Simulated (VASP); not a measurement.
# Ta2SbN (P-6m2) in VASP: a series of runs

Runs on Ta2SbN. Level: PBEsol. Tasks: single point, relaxation of cell and atoms.

All numbers are computed with VASP 6.6.1; they aren't measurements. Logs are shortened: lines on timing, memory, paths and dates and some standing lists are left out, and cuts for length are marked.

### 1 The cell of the first run

The structure is hexagonal, space group P-6m2 (No. 187). Conventional cell: a = 3.083 Å, b = 3.083 Å, c = 7.297 Å, α = 90.00°, β = 90.00°, γ = 120.00°. Within 3.0 Å of Ta (site symmetry 3m) lie 3 N at 2.25 Å and 1 Ta at 2.75 Å and 3 Sb at 2.89 Å. Within 3.8 Å of Sb (site symmetry -6m2) lie 6 Ta at 2.89 Å and 6 Sb at 3.08 Å. N (site symmetry -6m2) has 6 Ta at 2.25 Å within 3.0 Å.

### 2 Single point, PBEsol

Contents of INCAR:

```
  ALGO = Normal
  EDIFF = 1E-6
  ENCUT = 520
  GGA = PS
  ISIF = 2
  ISMEAR = -1
  LASPH = T
  LCHARG = F
  LREAL = F
  LWAVE = F
  NBANDS = 24
  NELM = 100
  PREC = Accurate
  SIGMA = 0.15
```

Contents of KPOINTS:

```
k-points
0
Gamma
  15 15 6
```

Contents of POSCAR:

```
Ta2SbN
1.0
    3.0827473628      0.0000000000      0.0000000000
   -1.5413736814      2.6697375296      0.0000000000
    0.0000000000      0.0000000000      7.2966269603
Ta Sb N
2 1 1
Direct
    0.6666666667      0.3333333333      0.6884869046
    0.6666666667      0.3333333333      0.3115130954
    0.0000000000      0.0000000000      0.0000000000
    0.3333333333      0.6666666667      0.5000000000
```

Potentials or basis: VASP PAW PBE potentials, release 64 (Ta_pv, Sb, N).

Run with:

```bash
> cat potpaw_PBE.64/Ta_pv/POTCAR potpaw_PBE.64/Sb/POTCAR potpaw_PBE.64/N/POTCAR > POTCAR
> mpirun -np 1 vasp_std > vasp.out
```

OUTCAR:

```text
EDIFF = 1E-6
   ENCUT = 520
   GGA = PS
   ISIF = 2
   ISMEAR = -1
   LASPH = T
   LREAL = F
   NELM = 100
   PREC = Accurate

 ion  position               nearest neighbor table
   1  0.667  0.333  0.688-   4 2.25   4 2.25   4 2.25   2 2.75   3 2.89   3 2.89   3 2.89
   2  0.667  0.333  0.312-   4 2.25   4 2.25   4 2.25   1 2.75   3 2.89   3 2.89   3 2.89
   3  0.000  0.000  0.000-   1 2.89   2 2.89   1 2.89   2 2.89   1 2.89   2 2.89
   4  0.333  0.667  0.500-   1 2.25   2 2.25   1 2.25   2 2.25   1 2.25   2 2.25

  LATTYP: Found a hexagonal cell.
 ALAT       =     3.0827473628
 C/A-ratio  =     2.3669234295

  Lattice vectors:

 A1 = (   3.0827473628,   0.0000000000,   0.0000000000)
 A2 = (  -1.5413736814,   2.6697375296,   0.0000000000)
 A3 = (   0.0000000000,   0.0000000000,   7.2966269603)

Analysis of symmetry for initial positions (statically):
=====================================================================
 Subroutine PRICEL returns:
 Original cell was already a primitive cell.

 Routine SETGRP: Setting up the symmetry group for a
 hexagonal supercell.

 Subroutine GETGRP returns: Found 12 space group operations
 (whereof 12 operations were pure point group operations)
 out of a pool of 24 trial point group operations.

The static configuration has the point symmetry D_3h.

Analysis of symmetry for dynamics (positions and initial velocities):
=====================================================================
 Subroutine PRICEL returns:
 Original cell was already a primitive cell.

 Routine SETGRP: Setting up the symmetry group for a
 hexagonal supercell.

 Subroutine GETGRP returns: Found 12 space group operations
 (whereof 12 operations were pure point group operations)
 out of a pool of 24 trial point group operations.

The dynamic configuration has the point symmetry D_3h.

 Subroutine INISYM returns: Found 12 space group operations
 (whereof 12 operations are pure point group operations),
 and found     1 'primitive' translations

----------------------------------------------------------------------------------------

                                     Primitive cell

  volume of cell :      60.0522

  direct lattice vectors                    reciprocal lattice vectors
     3.082747363  0.000000000  0.000000000     0.324385972  0.187284328  0.000000000
    -1.541373681  2.669737530  0.000000000     0.000000000  0.374568657  0.000000000
     0.000000000  0.000000000  7.296626960     0.000000000  0.000000000  0.137049627

  length of vectors
     3.082747363  3.082747363  7.296626960     0.374568657  0.374568657  0.137049627

  position of ions in fractional coordinates (direct lattice)
     0.666666667  0.333333333  0.688486905
     0.666666667  0.333333333  0.311513095
     0.000000000  0.000000000  0.000000000
     0.333333333  0.666666667  0.500000000

  ion indices of the primitive-cell ions
   primitive index   ion index
                 1           1
                 2           2
                 3           3
                 4           4

----------------------------------------------------------------------------------------

 KPOINTS: k-points

Automatic generation of k-mesh.
 Grid dimensions read from file:
 generate k-points for:   15   15    6

 Generating k-lattice:

  Cartesian coordinates                     Fractional coordinates (reciprocal lattice)
     0.021625731  0.012485622  0.000000000     0.066666667  0.000000000  0.000000000
     0.000000000  0.024971244  0.000000000     0.000000000  0.066666667  0.000000000
     0.000000000  0.000000000  0.022841604     0.000000000  0.000000000  0.166666667

  Length of vectors
     0.024971244  0.024971244  0.022841604

  Shift w.r.t. Gamma in fractional coordinates (k-lattice)
     0.000000000  0.000000000  0.000000000

 Subroutine IBZKPT returns following result:
 ===========================================

 Found    108 irreducible k-points:

 Following reciprocal coordinates:
            Coordinates               Weight
  0.000000  0.000000  0.000000      1.000000
  0.066667  0.000000  0.000000      6.000000
  0.133333  0.000000  0.000000      6.000000
  0.200000  0.000000  0.000000      6.000000
  0.266667  0.000000  0.000000      6.000000
  0.333333  0.000000  0.000000      6.000000
[... 16 lines left out ...]
  0.333333  0.200000  0.000000     12.000000
  0.400000  0.200000  0.000000      6.000000
 [... further k-points ...]
   k-points           NKPTS =    108   k-points in BZ     NKDIM =    108   number of bands    NBANDS=     24
   number of dos      NEDOS =    301   number of ions     NIONS =      4
   total plane-waves  NPLWV =  31104
   dimension x,y,z NGX =    24 NGY =   24 NGZ =   54
   dimension x,y,z NGXF=    48 NGYF=   48 NGZF=  108
   ions per type =               2   1   1
   NGX,Y,Z   is equivalent  to a cutoff of  12.94, 12.94, 12.30 a.u.
   NGXF,Y,Z  is equivalent  to a cutoff of  25.89, 25.89, 24.61 a.u.
 SYSTEM =  unknown system
   PREC   = accura    normal or accurate (medium, high low for compatibility)
   ISTART =      0    job   : 0-new  1-cont  2-samecut
   ICHARG =      2    charge: 1-file 2-atom 10-const
   ISPIN  =      1    spin polarized calculation?
   LNONCOLLINEAR =      F non collinear calculations
   LSORBIT =      F    spin-orbit coupling
   LASPH  =      T    aspherical Exc in radial PAW
   ENCUT  =  520.0 eV  38.22 Ry    6.18 a.u.   5.73  5.73 13.57*2*pi/ulx,y,z
   NELM   =    100;   NELMIN=  2; NELMDL= -5     # of ELM steps
   EDIFF  = 0.1E-05   stopping-criterion for ELM
   LREAL  =      F    real-space projection
   EDIFFG = 0.1E-04   stopping-criterion for IOM
   NSW    =      0    number of steps for IOM
   IBRION =     -1    ionic relax: 0-MD 1-quasi-New 2-CG
   NFREE  =      0    steps in history (QN), initial steepest desc. (CG)
   ISIF   =      2    stress and relaxation
   ISYM   =      2    0-nonsym 1-usesym 2-fastsym
   POTIM  = 0.5000    time-step for ionic-motion
   TEBEG  =    0.0;   TEEND  =   0.0 temperature during run
   PSTRESS=    0.0 pullay stress
   NELECT =      32.0000    total number of electrons
   NUPDOWN=      -1.0000    fix difference up-down
   EMIN   =  10.00;   EMAX   =-10.00  energy-range for DOS
   EFERMI =   0.00;   METHOD = LEGACY
   ISMEAR =    -1;   SIGMA  =   0.15  broadening in eV -4-tet -1-fermi 0-gaus
   EFERMI_NEDOS =   21; number of points for ismear=-14 and -15
   IALGO  =     38    algorithm
   IMIX   =      4    mixing-type and parameters
     AMIX     =   0.40;   BMIX     =  1.00
     AMIX_MAG =   1.60;   BMIX_MAG =  1.00
  volume/ion in A,a.u.               =      15.01       101.31
  Fermi-wavevector in a.u.,A,eV,Ry     =   1.327237  2.508115 23.967467  1.761559
  Thomas-Fermi vector in A             =   2.456565
   LORBIT       =      0    0 simple, 1 ext, 2 COOP (PROOUT), +10 PAW based schemes
   GGA     = PS    functional components
   LHFCALC =     F    Hartree Fock is set to
   AEXX    =    0.0000 exact exchange contribution
   IVDW    =     0    specifies the selected vdW correction
   LEPSILON=     F    determine dielectric tensor
   LRPA    =     F    only Hartree local field effects (RPA)
 non-spin polarized calculation
  energy-cutoff  :      520.00
  volume of cell :       60.05
 maximum number of plane-waves:      1634
 NGX is ok and might be reduce to    24
   NGX = 11   NGY = 11   NGZ = 27

 number of electron      31.9999999 magnetization

 Free energy of the ion-electron system (eV)
  ---------------------------------------------------
  ext. energy  EPLUGINS =         0.00000000
  ---------------------------------------------------
  free energy    TOTEN  =       -39.53879175 eV

  energy without entropy =      -39.34178610  energy(sigma->0) =      -39.44028893

 E-fermi :   9.2120     XC(G=0): -12.6112

 val. band max:        9.2068891255   @ k =   0.0667   0.0667   0.5000
 cond. band min:       9.2253741226   @ k =   0.0667   0.0000   0.0000
 fundamental gap:      0.0184849971
 Fermi energy:         9.2119946397

 k-point     1 :       0.0000    0.0000    0.0000
  band No.  band energies     occupation
      1     -26.2435      2.00000
      2     -25.5987      2.00000
      3     -25.4340      2.00000
      4     -25.4340      2.00000
      5     -25.3685      2.00000
      6     -25.3685      2.00000
[... 16 lines left out ...]
     23      12.0515      0.00000
     24      16.3501      0.00000

 k-point     2 :       0.0667    0.0000    0.0000
  band No.  band energies     occupation
      1     -26.2376      2.00000
      2     -25.5948      2.00000
      3     -25.4630      2.00000
      4     -25.4405      2.00000
      5     -25.3954      2.00000
      6     -25.3746      2.00000
[... 16 lines left out ...]
     23      12.1710      0.00000
     24      15.7160      0.00000

 k-point     3 :       0.1333    0.0000    0.0000
  band No.  band energies     occupation
      1     -26.2208      2.00000
      2     -25.5837      2.00000
      3     -25.5444      2.00000
      4     -25.4707      2.00000
      5     -25.4588      2.00000
      6     -25.3917      2.00000
[... 16 lines left out ...]
     23      12.6323      0.00000
     24      14.3864      0.00000
[... 514 lines left out ...]
 k-point    23 :       0.3333    0.2000    0.0000
  band No.  band energies     occupation
      1     -26.0964      2.00000
      2     -25.9863      2.00000
      3     -25.8807      2.00000
      4     -25.7093      2.00000
      5     -25.6247      2.00000
      6     -25.5035      2.00000
[... 16 lines left out ...]
     23      13.8509      0.00000
     24      14.9109      0.00000

 k-point    24 :       0.4000    0.2000    0.0000
  band No.  band energies     occupation
      1     -26.0906      2.00000
      2     -25.9992      2.00000
      3     -25.8921      2.00000
      4     -25.7241      2.00000
      5     -25.6384      2.00000
      6     -25.5003      2.00000
[... 16 lines left out ...]
     23      13.9847      0.00000
     24      14.7073      0.00000

 [... further k-points ...]

------------------------ aborting loop because EDIFF is reached ----------------------------------------

  FORCE on cell =-STRESS in cart. coord.  units (eV):
  Direction    XX          YY          ZZ          XY          YZ          ZX
  --------------------------------------------------------------------------------------
  -------------------------------------------------------------------------------------
  Total        0.1871107      0.1871107      0.2306119      0.0000000      0.0000000      0.0000000
  in kB        4.9920677      4.9920677      6.1526709      0.0000000      0.0000000      0.0000000
  external PRESSURE =       5.3789354 kB  Pullay stress =       0.0000000 kB

 VOLUME and BASIS-vectors are now :
 -----------------------------------------------------------------------------
  energy-cutoff  :      520.00
  volume of cell :       60.05
      direct lattice vectors                 reciprocal lattice vectors
     3.082747363  0.000000000  0.000000000     0.324385972  0.187284328  0.000000000
    -1.541373681  2.669737530  0.000000000     0.000000000  0.374568657  0.000000000
     0.000000000  0.000000000  7.296626960     0.000000000  0.000000000  0.137049627

 POSITION                                       TOTAL-FORCE (eV/Angst)
 -----------------------------------------------------------------------------------
      1.54137      0.88991      5.02363         0.000000     -0.000000      0.003347
      1.54137      0.88991      2.27299        -0.000000     -0.000000     -0.003347
      0.00000      0.00000      0.00000         0.000000      0.000000      0.000000
     -0.00000      1.77983      3.64831         0.000000      0.000000      0.000000
 -----------------------------------------------------------------------------------
    total drift:                                0.000000     -0.000000      0.000000

  FREE ENERGIE OF THE ION-ELECTRON SYSTEM (eV)
  ---------------------------------------------------
  free  energy   TOTEN  =       -39.5387917506 eV

  energy  without entropy=      -39.3417861020  energy(sigma->0) =      -39.44028893
```

Run time: 5.5 min. Hardware: 1 thread of Oxide Virtual Turin-like, shared host; peak memory 0.26 GiB.

Results:

```
Free energy            : -39.5388 eV
Pressure               : 0.5 GPa
Largest force          : 0.003 eV/Å
Band gap on the k mesh : zero (band 16 reaches 9.70 eV, above the bottom of band 17 at 8.31 eV)
```

Forces on the atoms (eV/Å):
```
Ta   0.000  0.000  0.003
Ta   0.000  0.000 -0.003
Sb   0.000  0.000  0.000
N    0.000  0.000  0.000
```

Stress tensor (GPa, compression positive):
```
0.50 0.00 0.00
0.00 0.50 0.00
0.00 0.00 0.62
```

Caveat: the PAW data sets were made with another functional, which shifts forces and pressure a little; spin-orbit coupling is left out, which moves the levels of the heavy elements.

### 3 Relaxation of cell and atoms, PBEsol

Contents of INCAR:

```
PREC = Accurate
ENCUT = 600
EDIFF = 1E-6
ISMEAR = -1
SIGMA = 0.15
LREAL = False
LASPH = True
NELM = 60
ALGO = Normal
ISIF = 3
LWAVE = False
LCHARG = False
GGA = PS
IBRION = 2
NSW = 80
EDIFFG = -0.001
```

Contents of KPOINTS:

```
regular mesh
0
Gamma
  15 15 6
```

Contents of POSCAR:

```
Ta2SbN
1.0
    3.0817771002      0.0000000000      0.0000000000
   -1.5408885501      2.6688972576      0.0000000000
    0.0000000000      0.0000000000      7.2956970847
Ta Sb N
2 1 1
Direct
    0.6666666667      0.3333333333      0.6884172663
    0.6666666667      0.3333333333      0.3115827337
    0.0000000000      0.0000000000      0.0000000000
    0.3333333333      0.6666666667      0.5000000000
```

Potentials or basis: VASP PAW PBE potentials, release 64 (Ta_pv, Sb, N).

Run with:

```bash
> cat potpaw_PBE.64/Ta_pv/POTCAR potpaw_PBE.64/Sb/POTCAR potpaw_PBE.64/N/POTCAR > POTCAR
> mpirun -np 1 vasp_std > vasp.out
```

OUTCAR:

```text
PREC = Accurate
   ENCUT = 600
   EDIFF = 1E-6
   ISMEAR = -1
   LREAL = False
   LASPH = True
   NELM = 60
   ISIF = 3
   GGA = PS
   IBRION = 2
   NSW = 80
   EDIFFG = -0.001

 ion  position               nearest neighbor table
   1  0.667  0.333  0.688-   4 2.25   4 2.25   4 2.25   2 2.75   3 2.89   3 2.89   3 2.89
   2  0.667  0.333  0.312-   4 2.25   4 2.25   4 2.25   1 2.75   3 2.89   3 2.89   3 2.89
   3  0.000  0.000  0.000-   1 2.89   2 2.89   1 2.89   2 2.89   1 2.89   2 2.89
   4  0.333  0.667  0.500-   1 2.25   2 2.25   1 2.25   2 2.25   1 2.25   2 2.25

  LATTYP: Found a hexagonal cell.
 ALAT       =     3.0817771002
 C/A-ratio  =     2.3673668950

  Lattice vectors:

 A1 = (   3.0817771002,   0.0000000000,   0.0000000000)
 A2 = (  -1.5408885501,   2.6688972576,   0.0000000000)
 A3 = (   0.0000000000,   0.0000000000,   7.2956970847)

Analysis of symmetry for initial positions (statically):
[... 376 lines left out ...]
  free energy    TOTEN  =       -39.54181711 eV

  energy without entropy =      -39.34455562  energy(sigma->0) =      -39.44318636

 E-fermi :   9.1851     XC(G=0): -12.5991

 val. band max:        9.1827407581   @ k =   0.0667   0.0667   0.5000
 cond. band min:       9.1991889033   @ k =   0.0667  -0.0000   0.0000
 fundamental gap:      0.0164481452
 Fermi energy:         9.1850551845

 k-point     1 :       0.0000    0.0000    0.0000
  band No.  band energies     occupation
      1     -26.2717      2.00000
      2     -25.6305      2.00000
      3     -25.4670      2.00000
      4     -25.4670      2.00000
      5     -25.4019      2.00000
      6     -25.4019      2.00000
[... 541 lines left out ...]
     19      10.6838      0.00009
     20      11.5092      0.00000

 [... further k-points ...]

------------------------ aborting loop because EDIFF is reached ----------------------------------------

  FORCE on cell =-STRESS in cart. coord.  units (eV):
  Direction    XX          YY          ZZ          XY          YZ          ZX
  --------------------------------------------------------------------------------------
  -------------------------------------------------------------------------------------
  Total        0.0006223      0.0006223      0.0014358     -0.0000000      0.0000000      0.0000000
  in kB        0.0165649      0.0165649      0.0382172     -0.0000000      0.0000000      0.0000000
  external PRESSURE =       0.0237823 kB  Pullay stress =       0.0000000 kB
[... 19 lines left out ...]
  FREE ENERGIE OF THE ION-ELECTRON SYSTEM (eV)
  ---------------------------------------------------
  free  energy   TOTEN  =       -39.5418171089 eV

  energy  without entropy=      -39.3445556198  energy(sigma->0) =      -39.44318636

 reached required accuracy - stopping structural energy minimisation
```

CONTCAR:

```text
Ta2SbN
   1.00000000000000
     3.0846479631724222    0.0000000000000000   -0.0000000000000000
    -1.5423239815862111    2.6713834978649729    0.0000000000000000
    -0.0000000000000000    0.0000000000000000    7.3048578815505083
  Ta              Sb              N
     2     1     1
Direct
     0.6666666667000030    0.3333333332999970    0.6883765062835674
     0.6666666667000030    0.3333333332999970    0.3116234937164329
     0.0000000000000000    0.0000000000000000    0.0000000000000000
     0.3333333332999970    0.6666666667000030    0.5000000000000000

  0.00000000E+00  0.00000000E+00  0.00000000E+00
  0.00000000E+00  0.00000000E+00  0.00000000E+00
  0.00000000E+00  0.00000000E+00  0.00000000E+00
  0.00000000E+00  0.00000000E+00  0.00000000E+00
```

It took 34 min on 1 thread of Oxide Virtual Turin-like, shared host; peak memory 0.31 GiB.

What came out:

```yaml
Free_energy: -39.5418 eV
Relaxed_volume: 15.05 Å³/atom
Relaxed_cell: a = 3.085 Å, b = 3.085 Å, c = 7.305 Å, α = 90.00°, β = 90.00°, γ = 120.00°
Space_group_after_relaxing_to_0.05_Å: P-6m2 (No. 187)
Energy_gained_by_relaxing: 0.1 meV/atom
Ionic_steps: 28
Pressure_after_relaxing: 0.0 GPa
Band_gap_on_the_k_mesh: zero (band 16 reaches 9.68 eV, above the bottom of band 17 at 8.28 eV)
```

Step by step:
```csv
step,energy change (eV),largest force (eV/Å),pressure (GPa),volume (Å³)
1,0.0000,0.0190,0.69,60.01
2,0.0014,0.0794,-1.41,60.57
3,-0.0004,0.0129,0.01,60.19
4,-0.0004,0.0141,0.02,60.19
5,0.0001,0.0467,-0.71,60.38
6,-0.0004,0.0142,-0.01,60.19
7,-0.0004,0.0009,-0.02,60.20
8,-0.0004,0.0018,-0.03,60.20
9,-0.0004,0.0024,0.03,60.18
10,-0.0004,0.0003,0.02,60.19
11,-0.0004,0.0006,0.01,60.20
12,-0.0004,0.0017,0.01,60.20
13,-0.0004,0.0015,-0.01,60.20
14,-0.0004,0.0005,-0.01,60.20
15,-0.0004,0.0010,0.00,60.19
16,-0.0004,0.0010,0.00,60.19
17,-0.0004,0.0010,0.00,60.19
18,-0.0004,0.0015,0.05,60.18
19,-0.0004,0.0013,0.03,60.19
20,-0.0004,0.0012,0.04,60.19
21,-0.0004,0.0012,0.03,60.19
22,-0.0004,0.0010,0.01,60.19
23,-0.0004,0.0017,-0.01,60.20
24,-0.0004,0.0020,-0.02,60.20
25,-0.0004,0.0020,-0.02,60.20
26,-0.0004,0.0022,-0.01,60.19
27,-0.0004,0.0019,0.00,60.19
28,-0.0004,0.0009,0.00,60.19
```

Final structure:
```
Ta Sb N
1.0
     3.08465    0.00000    0.00000
    -1.54232    2.67138    0.00000
     0.00000    0.00000    7.30486
Ta Sb N
2 1 1
Cartesian
  1.5423 0.8905 5.0285
  1.5423 0.8905 2.2764
  0.0000 0.0000 0.0000
  0.0000 1.7809 3.6524
```

Caveat: the PAW data sets were made with another functional, which shifts forces and pressure a little; spin-orbit coupling is left out, which moves the levels of the heavy elements.
